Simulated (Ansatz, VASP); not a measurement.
## One calculation of Zr2TeSe, two programs

```
Zr Te Se
1.0
     2.03141    1.17284    7.19229
    -2.03141    1.17284    7.19229
     0.00000   -2.34567    7.19229
Zr Te Se
2 1 1
Direct
  0.73769 0.73769 0.73769
  0.26231 0.26231 0.26231
  0.50000 0.50000 0.50000
  0.00000 0.00000 0.00000
```

Change from the starting cell: species swapped into the PrTlSe2 type (R-3m, No. 166).

Alike in both runs: task single point; functional PBE; k mesh 6 × 6 × 6; occupations gaussian, width 0.1 eV; no spin polarisation.

```csv
,VASP,Ansatz
version,VASP 6.6.1,Ansatz 0.2.0
potentials or method,"VASP PAW PBE potentials, release 64 (Zr_sv, Te, Se), cutoff 520 eV","scalar-relativistic, plane waves, PAW"
valence electrons in the cell,36,56
```

```csv
,VASP,Ansatz,Ansatz less VASP
gap on the k mesh at the Fermi level (eV),none,none,-
pressure (GPa),-8.8,-8.8,-0.04
"traceless stress, the component that is largest in VASP (GPa)",-1.07,-1.08,-0.008
rms of the force components (eV/Å),0.471,0.471,+0.0008
```

Atom by atom the forces differ by 0.001 eV/Å (rms over components). A gap of «none» marks a metal or a gap that the smearing closes. With one functional, cell and mesh, what is left measures potentials, basis and numerics. VASP's potentials hold 36 valence electrons a cell and Ansatz's 56, so a difference there can come from the potentials and not from the codes.

Neither program's run includes spin-orbit coupling.
